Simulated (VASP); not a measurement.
Set up this calculation in VASP 6.6.1, as the native input.

| Quantity | Value |
| --- | --- |
| Task | relaxation of cell and atoms |
| Functional | PBE |
| Potentials or basis | VASP PAW PBE potentials, release 64 (Ba_sv, O) |
| Cutoff | 600 eV |
| k mesh | 2 × 2 × 4 |
| Occupations | gaussian, width 0.1 eV |
| Spin | no spin polarisation |
| Dipole correction | no |
| Further INCAR settings | ALGO = Normal; EDIFF = 1e-06; IBRION = 2; EDIFFG = -0.04; NSW = 90; ISIF = 3 |

The structure of Ba3O2 lies in POSCAR:

```
Ba3O2
1.0
    8.4398293685      0.0000000000      0.0000000000
    0.0000000000      8.4398293685      0.0000000000
    0.0000000000      0.0000000000      4.2400122504
Ba O
6 4
Direct
    0.0000000000      0.0000000000      0.0000000000
    0.5000000000      0.5000000000      0.0000000000
    0.1800000000      0.6800000000      0.5000000000
    0.3200000000      0.1800000000      0.5000000000
    0.8200000000      0.3200000000      0.5000000000
    0.6800000000      0.8200000000      0.5000000000
    0.3800000000      0.8800000000      0.0000000000
    0.1200000000      0.3800000000      0.0000000000
    0.6200000000      0.1200000000      0.0000000000
    0.8800000000      0.6200000000      0.0000000000
```

One way to write it, as run:

INCAR

```
SYSTEM = Ba3O2
ALGO = Normal
EDIFF = 1E-6
EDIFFG = -0.04
ENCUT = 600
GGA = PE
IBRION = 2
ISIF = 3
ISMEAR = 0
LASPH = .True.
LCHARG = .False.
LREAL = .False.
LWAVE = .False.
NELM = 80
NSW = 90
PREC = Accurate
SIGMA = 0.1
```

KPOINTS

```
k-points
0
Gamma
  2 2 4
  0 0 0
```

Potentials or basis: VASP PAW PBE potentials, release 64 (Ba_sv, O).

The run is started by

```sh
$ cat potpaw_PBE.64/Ba_sv/POTCAR potpaw_PBE.64/O/POTCAR > POTCAR
$ mpirun -np 1 vasp_std > vasp.out
```

Results of the run:

* Relaxed volume: 31.39 Å³/atom
* Relaxed cell: a = 8.294 Å, b = 8.294 Å, c = 4.563 Å, α = 90.00°, β = 90.00°, γ = 90.00°
* Space group after relaxing (to 0.1 Å): P4/mbm (No. 127)
* Energy gained by relaxing: 464.3 meV/atom
* Ionic steps: 24
* Pressure after relaxing: -0.2 GPa
* Largest force after relaxing: 0.019 eV/Å
* Band gap on the k mesh: zero (bands 42 and 43 overlap by 0.47 eV)

Caveat: the k points lie up to 0.38 Å⁻¹ apart in the final cell; spin-orbit coupling is left out, which moves the levels of the heavy elements.

It took 39 min on 1 thread of AMD EPYC 9R45 96-Core Processor (Zen 5) (shared host), peak memory 0.48 GiB.
